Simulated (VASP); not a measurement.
# Ge (I4_1/amd) in VASP: a series of runs

The runs below take Ge through relaxation of cell and atoms, with BLYP+D4, RPBE+D3(BJ).

All numbers are computed with VASP 6.6.1; they aren't measurements. Logs are shortened: lines on timing, memory, paths and dates and some standing lists are left out, and cuts for length are marked.

### 1 The cell of the first run

Symmetry: I4_1/amd, No. 141, tetragonal system. Conventional cell: a = 5.149 Å, b = 5.149 Å, c = 2.795 Å, α = 90.00°, β = 90.00°, γ = 90.00°. Ge (site symmetry -4m2) has 10 Ge at 2.67 to 3.32 Å within 3.5 Å.

### 2 Relaxation of cell and atoms, BLYP+D4

Input file INCAR:

```
AGGAC = 1.0 ; AGGAX = 1.0
ALDAC = 0.0 ; ALDAX = 1.0
ALGO = Normal ; EDIFF = 1E-6
EDIFFG = -0.02 ; ENCUT = 600
GGA = B5 ; IBRION = 2
ISIF = 3 ; ISMEAR = -1
IVDW = 13 ; LASPH = T
LCHARG = F ; LREAL = F
LWAVE = F ; NELM = 60
NSW = 80 ; PREC = Accurate
SIGMA = 0.05 ; VDW_A1 = 0.44488865
VDW_A2 = 4.0933009 ; VDW_S6 = 1.0
VDW_S8 = 2.34076671
```

Input file KPOINTS:

```
k-points
0
Gamma
  11 11 11
```

Input file POSCAR:

```
Ge
1.0
   -2.5744897190      2.5744897190      1.3974126432
    2.5744897190     -2.5744897190      1.3974126432
    2.5744897190      2.5744897190     -1.3974126432
Ge
2
Direct
    0.5000000000      0.5000000000      0.0000000000
    0.2500000000      0.7500000000      0.5000000000
```

Potentials or basis: VASP PAW PBE potentials, release 64 (Ge_d).

Started as:

```console
$ cat potpaw_PBE.64/Ge_d/POTCAR > POTCAR
$ mpirun -np 1 vasp_std > vasp.out
```

OUTCAR:

```text
EDIFF = 1E-6
   EDIFFG = -0.02
   ENCUT = 600
   GGA = B5
   IBRION = 2
   ISIF = 3
   ISMEAR = -1
   IVDW = 13
   LASPH = T
   LREAL = F
   NELM = 60
   NSW = 80
   PREC = Accurate

 ion  position               nearest neighbor table
   1  0.500  0.500  0.000-   2 2.67   2 2.67   2 2.67   2 2.67
   2  0.250  0.750  0.500-   1 2.67   1 2.67   1 2.67   1 2.67

  LATTYP: Found a body centered tetragonal cell.
 ALAT       =     5.1489794380
 C/A-ratio  =     0.5427920853

  Lattice vectors:

 A1 = (  -2.5744897190,   2.5744897190,   1.3974126432)
 A2 = (   2.5744897190,  -2.5744897190,   1.3974126432)
 A3 = (   2.5744897190,   2.5744897190,  -1.3974126432)

Analysis of symmetry for initial positions (statically):
=====================================================================
 Subroutine PRICEL returns:
 Original cell was already a primitive cell.

 Routine SETGRP: Setting up the symmetry group for a
 body centered tetragonal supercell.

 Subroutine GETGRP returns: Found 16 space group operations
 (whereof  8 operations were pure point group operations)
 out of a pool of 16 trial point group operations.

The static configuration has the point symmetry D_2d.
 The point group associated with its full space group is D_4h.

Analysis of symmetry for dynamics (positions and initial velocities):
=====================================================================
 Subroutine PRICEL returns:
 Original cell was already a primitive cell.

 Routine SETGRP: Setting up the symmetry group for a
 body centered tetragonal supercell.

 Subroutine GETGRP returns: Found 16 space group operations
 (whereof  8 operations were pure point group operations)
 out of a pool of 16 trial point group operations.

The dynamic configuration has the point symmetry D_2d.
 The point group associated with its full space group is D_4h.

 Subroutine INISYM returns: Found 16 space group operations
 (whereof  8 operations are pure point group operations),
 and found     1 'primitive' translations

----------------------------------------------------------------------------------------

                                     Primitive cell

  volume of cell :      37.0482

  direct lattice vectors                    reciprocal lattice vectors
    -2.574489719  2.574489719  1.397412643     0.000000000  0.194213244  0.357804119
     2.574489719 -2.574489719  1.397412643     0.194213244  0.000000000  0.357804119
     2.574489719  2.574489719 -1.397412643     0.194213244  0.194213244  0.000000000

  length of vectors
     3.899840602  3.899840602  3.899840602     0.407114937  0.407114937  0.274659004

  position of ions in fractional coordinates (direct lattice)
     0.500000000  0.500000000  0.000000000
     0.250000000  0.750000000  0.500000000

[... 64 lines left out ...]
   NGX,Y,Z   is equivalent  to a cutoff of  13.64, 13.64, 13.64 a.u.
   NGXF,Y,Z  is equivalent  to a cutoff of  27.28, 27.28, 27.28 a.u.
 SYSTEM =  unknown system
   PREC   = accura    normal or accurate (medium, high low for compatibility)
   ISTART =      0    job   : 0-new  1-cont  2-samecut
   ICHARG =      2    charge: 1-file 2-atom 10-const
   ISPIN  =      1    spin polarized calculation?
   LNONCOLLINEAR =      F non collinear calculations
   LSORBIT =      F    spin-orbit coupling
   LASPH  =      T    aspherical Exc in radial PAW
   ENCUT  =  600.0 eV  44.10 Ry    6.64 a.u.   7.79  7.79  7.79*2*pi/ulx,y,z
   NELM   =     60;   NELMIN=  2; NELMDL= -5     # of ELM steps
   EDIFF  = 0.1E-05   stopping-criterion for ELM
   LREAL  =      F    real-space projection
   EDIFFG = -.2E-01   stopping-criterion for IOM
   NSW    =     80    number of steps for IOM
   IBRION =      2    ionic relax: 0-MD 1-quasi-New 2-CG
   NFREE  =      1    steps in history (QN), initial steepest desc. (CG)
   ISIF   =      3    stress and relaxation
   ISYM   =      2    0-nonsym 1-usesym 2-fastsym
   POTIM  = 0.5000    time-step for ionic-motion
   TEBEG  =    0.0;   TEEND  =   0.0 temperature during run
   PSTRESS=    0.0 pullay stress
   NELECT =      28.0000    total number of electrons
   NUPDOWN=      -1.0000    fix difference up-down
   EMIN   =  10.00;   EMAX   =-10.00  energy-range for DOS
   EFERMI =   0.00;   METHOD = LEGACY
   ISMEAR =    -1;   SIGMA  =   0.05  broadening in eV -4-tet -1-fermi 0-gaus
   EFERMI_NEDOS =   21; number of points for ismear=-14 and -15
   IALGO  =     38    algorithm
   IMIX   =      4    mixing-type and parameters
     AMIX     =   0.40;   BMIX     =  1.00
     AMIX_MAG =   1.60;   BMIX_MAG =  1.00
  volume/ion in A,a.u.               =      18.52       125.01
  Fermi-wavevector in a.u.,A,eV,Ry     =   1.491209  2.817976 30.255333  2.223704
  Thomas-Fermi vector in A             =   2.603893
   LORBIT       =      0    0 simple, 1 ext, 2 COOP (PROOUT), +10 PAW based schemes
   GGA     = B5    functional components
   LHFCALC =     F    Hartree Fock is set to
   AEXX    =    0.0000 exact exchange contribution
   IVDW    =    13    specifies the selected vdW correction
   LEPSILON=     F    determine dielectric tensor
   LRPA    =     F    only Hartree local field effects (RPA)
 conjugate gradient relaxation of ions
 non-spin polarized calculation
  energy-cutoff  :      600.00
  volume of cell :       37.05
 maximum number of plane-waves:      1258
   NGX = 15   NGY = 15   NGZ = 15

--------------------------------------- Ionic step        1  -------------------------------------------

 number of electron      28.0000000 magnetization

 Free energy of the ion-electron system (eV)
  ---------------------------------------------------
  ext. energy  EPLUGINS =         0.00000000
  ---------------------------------------------------
  free energy    TOTEN  =        -6.77674863 eV

  energy without entropy =       -6.76912757  energy(sigma->0) =       -6.77293810

------------------------ aborting loop because EDIFF is reached ----------------------------------------

  DFT-D4 for vdW energy calculation

  Edisp (eV):   -1.49358
[... 111 lines left out ...]
--------------------------------------- Ionic step        4  -------------------------------------------

 number of electron      28.0000022 magnetization

 Free energy of the ion-electron system (eV)
  ---------------------------------------------------
  ext. energy  EPLUGINS =         0.00000000
  ---------------------------------------------------
  free energy    TOTEN  =        -6.86786918 eV

  energy without entropy =       -6.86006593  energy(sigma->0) =       -6.86396755

 E-fermi :   6.6766     XC(G=0): -10.4468

 val. band max:        6.6712944623   @ k =  -0.2727   0.1818   0.0000
 cond. band min:       6.6784365007   @ k =   0.1818   0.0909   0.0000
 fundamental gap:      0.0071420385
 Fermi energy:         6.6766328228

 k-point     1 :       0.0000    0.0000    0.0000
  band No.  band energies     occupation
      1     -17.9974      2.00000
      2     -17.9609      2.00000
      3     -17.9311      2.00000
      4     -17.9264      2.00000
      5     -17.8385      2.00000
      6     -17.8385      2.00000
[... 481 lines left out ...]
      5     -17.8456      2.00000
      6     -17.8316      2.00000
[... 10 lines left out ...]
     17      12.3864      0.00000
     18      14.2269      0.00000

 [... further k-points ...]

------------------------ aborting loop because EDIFF is reached ----------------------------------------

  DFT-D4 for vdW energy calculation

  Edisp (eV):   -1.42365
[... 25 lines left out ...]
  FREE ENERGIE OF THE ION-ELECTRON SYSTEM (eV)
  ---------------------------------------------------
  free  energy   TOTEN  =        -8.2915150475 eV

  energy  without entropy=       -8.2837118031  energy(sigma->0) =       -8.28761343

 reached required accuracy - stopping structural energy minimisation
```

CONTCAR:

```text
Ge
   1.00000000000000
    -2.6189382972808937    2.6189382972808937    1.4204233227832164
     2.6189382972808937   -2.6189382972808937    1.4204233227832164
     2.6189382972808937    2.6189382972808937   -1.4204233227832164
  Ge
     2
Direct
     0.5000000000000000    0.5000000000000000    0.0000000000000000
     0.2500000000000000    0.7500000000000000    0.5000000000000000

  0.00000000E+00  0.00000000E+00  0.00000000E+00
  0.00000000E+00  0.00000000E+00  0.00000000E+00
```

Wall time 5.7 min (1 thread of AMD EPYC 7R13, shared host); peak memory 0.24 GiB.

Results:

* Free energy: -8.2915 eV
* Relaxed volume: 19.48 Å³/atom
* Relaxed cell: a = 3.967 Å, b = 3.967 Å, c = 3.967 Å, α = 97.37°, β = 97.37°, γ = 138.04°
* Space group after relaxing (to 0.1 Å): I4_1/amd (No. 141)
* Energy gained by relaxing: 10.6 meV/atom
* Ionic steps: 4
* Pressure after relaxing: 0.1 GPa
* Band gap on the k mesh: zero (bands 14 and 15 overlap by 4.18 eV)
* Dispersion energy per atom: -0.712 eV

Step by step:
| step | energy change (eV) | largest force (eV/Å) | pressure (GPa) | volume (Å³) |
| --- | --- | --- | --- | --- |
| 1 | 0.0000 | 0.0000 | 3.57 | 37.05 |
| 2 | -0.0207 | 0.0000 | -0.32 | 39.30 |
| 3 | -0.0211 | 0.0000 | -0.17 | 39.07 |
| 4 | -0.0212 | 0.0000 | 0.11 | 38.97 |

Final structure:
```cif
data_structure
_symmetry_space_group_name_H-M 'P 1'
_symmetry_Int_Tables_number 1
_cell_length_a 3.9668
_cell_length_b 3.9668
_cell_length_c 3.9668
_cell_angle_alpha 97.367
_cell_angle_beta 97.367
_cell_angle_gamma 138.035
_cell_volume 38.97
loop_
_atom_site_label
_atom_site_type_symbol
_atom_site_fract_x
_atom_site_fract_y
_atom_site_fract_z
_atom_site_occupancy
Ge1 Ge 0.50000 0.50000 0.00000 1
Ge2 Ge 0.25000 0.75000 0.50000 1
```

Caveat: the PAW data sets were made with another functional, which shifts forces and pressure a little.

### 3 Relaxation of cell and atoms, RPBE+D3(BJ)

Input file INCAR:

```
SYSTEM = Ge
  ALGO = Normal
  EDIFF = 1E-6
  EDIFFG = -0.005
  ENCUT = 600
  GGA = RP
  IBRION = 2
  ISIF = 3
  ISMEAR = -1
  IVDW = 12
  LASPH = .TRUE.
  LCHARG = .FALSE.
  LREAL = .FALSE.
  LWAVE = .FALSE.
  NELM = 60
  NSW = 80
  PREC = Accurate
  SIGMA = 0.05
```

Input file KPOINTS:

```
k-points
0
G
  11 11 11
  0 0 0
```

POSCAR is that of step 2.

Potentials or basis: VASP PAW PBE potentials, release 64 (Ge_d).

Started as:

```console
$ cat potpaw_PBE.64/Ge_d/POTCAR > POTCAR
$ mpirun -np 1 vasp_std > vasp.out
```

It took 9.9 min on 1 thread of AMD EPYC 7R13, shared host; peak memory 0.26 GiB.

Results (log left out):

* Free energy: -11.5612 eV
* Relaxed volume: 15.68 Å³/atom
* Relaxed cell: a = 3.693 Å, b = 3.693 Å, c = 3.693 Å, α = 97.31°, β = 97.31°, γ = 138.20°
* Space group after relaxing (to 0.1 Å): I4_1/amd (No. 141)
* Energy gained by relaxing: 146.5 meV/atom
* Ionic steps: 9
* Pressure after relaxing: 0.0 GPa
* Band gap on the k mesh: zero (bands 14 and 15 overlap by 5.91 eV)
* Dispersion energy per atom: -2.122 eV

Stress tensor (GPa, compression positive):
```
-0.05  0.00  0.00
 0.00 -0.05  0.00
 0.00  0.00  0.04
```

Step by step:
```
step  energy change (eV)  largest force (eV/Å)  pressure (GPa)  volume (Å³)
   1              0.0000                0.0000          -14.14        37.05
   2             -0.2117                0.0000           11.85        28.96
   3             -0.2929                0.0000            0.21        31.38
   4             -0.2927                0.0000           -0.55        31.48
   5             -0.2927                0.0000           -0.61        31.48
   6             -0.2927                0.0000           -0.58        31.47
   7             -0.2928                0.0000           -0.64        31.46
   8             -0.2929                0.0000           -0.31        31.42
   9             -0.2930                0.0000           -0.02        31.36
```

Final structure:
```xyz
2
Lattice="-2.4393 2.4393 1.3174 2.4393 -2.4393 1.3174 2.4393 2.4393 -1.3174" Properties=species:S:1:pos:R:3 pbc="T T T"
Ge    0.0000    0.0000    1.3174
Ge    2.4393    0.0000    0.6587
```

Levels at points of the mesh, in eV from the Fermi level:
```tsv
k point	band 12	band 13	band 14	band 15	band 16	band 17
(0.00, 0.00, 0.00)	-3.57	-2.98	-2.98	2.73	8.69	8.69
```

Caveat: the volume moved by over 15 % at a fixed basis, so the end points are rough; the dispersion term is far too large for a dense solid, which distorts pressure and volume; the PAW data sets were made with another functional, which shifts forces and pressure a little.

The gap in the log of VASP goes by the Fermi energy; the results here count the filled bands.